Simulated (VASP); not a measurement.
Wanted: the native input for a VASP 6.6.1 run.

```yaml
Task: single point
Functional: r2SCAN
Potentials_or_basis: VASP PAW PBE potentials, release 64 (Sr_sv, O)
Cutoff: 520 eV
k_mesh: 8 × 8 × 8
Occupations: gaussian, width 0.05 eV
Spin: no spin polarisation
Dipole_correction: no
Further_INCAR_settings: ALGO = Normal; EDIFF = 1e-06; NBANDS = 15
```

SrO:

```
CELL_PARAMETERS angstrom
-0.02570 2.56980 2.56980
2.54410 0.00000 2.54410
2.56980 2.56980 -0.02570
ATOMIC_POSITIONS crystal
Sr 0.00000 0.00000 0.00000
O 0.50000 0.50000 0.50000
```

This cell differs from its parent crystal: strain -0.0200 x Voigt [0, 0, 0, 0, 1, 0].

One way to write it, as run:

POSCAR

```
SrO
1.0
   -0.0256980000      2.5698000000      2.5698000000
    2.5441020000      0.0000000000      2.5441020000
    2.5698000000      2.5698000000     -0.0256980000
Sr O
1 1
Direct
    0.0000000000      0.0000000000      0.0000000000
    0.5000000000      0.5000000000      0.5000000000
```

INCAR.step1

```
ALGO = Normal
EDIFF = 1E-4
ENCUT = 520
GGA = PE
ISMEAR = 0
LASPH = T
LCHARG = F
LREAL = F
LWAVE = T
NBANDS = 15
NELM = 100
PREC = Accurate
SIGMA = 0.05
```

INCAR.step2

```
ALGO = Normal
EDIFF = 1E-6
ENCUT = 520
ISIF = 2
ISMEAR = 0
ISTART = 1
LASPH = T
LCHARG = F
LMIXTAU = T
LREAL = F
LWAVE = F
METAGGA = R2SCAN
NBANDS = 15
NELM = 100
PREC = Accurate
SIGMA = 0.05
```

KPOINTS

```
k-points
0
Gamma
  8 8 8
```

Potentials or basis: VASP PAW PBE potentials, release 64 (Sr_sv, O).

Launch:

```console
$ cat potpaw_PBE.64/Sr_sv/POTCAR potpaw_PBE.64/O/POTCAR > POTCAR
$ cp INCAR.step1 INCAR
$ mpirun -np 1 vasp_std > vasp.out
$ cp INCAR.step2 INCAR
$ mpirun -np 1 vasp_std > vasp.out
```

It gave:

| Item | Value |
| --- | --- |
| Pressure | 1.7 GPa |
| Band gap on the k mesh | 3.72 eV, indirect (least direct gap 3.80 eV) |

Caveat: the cell differs from its parent crystal (strain -0.0200 x Voigt [0, 0, 0, 0, 1, 0]); the PAW data sets were made with another functional, which shifts forces and pressure a little.

It took 2.9 min on 1 thread of Intel(R) Xeon(R) Platinum 8259CL CPU @ 2.50GHz (Skylake/Cascade Lake) (shared host), peak memory 0.2 GiB.
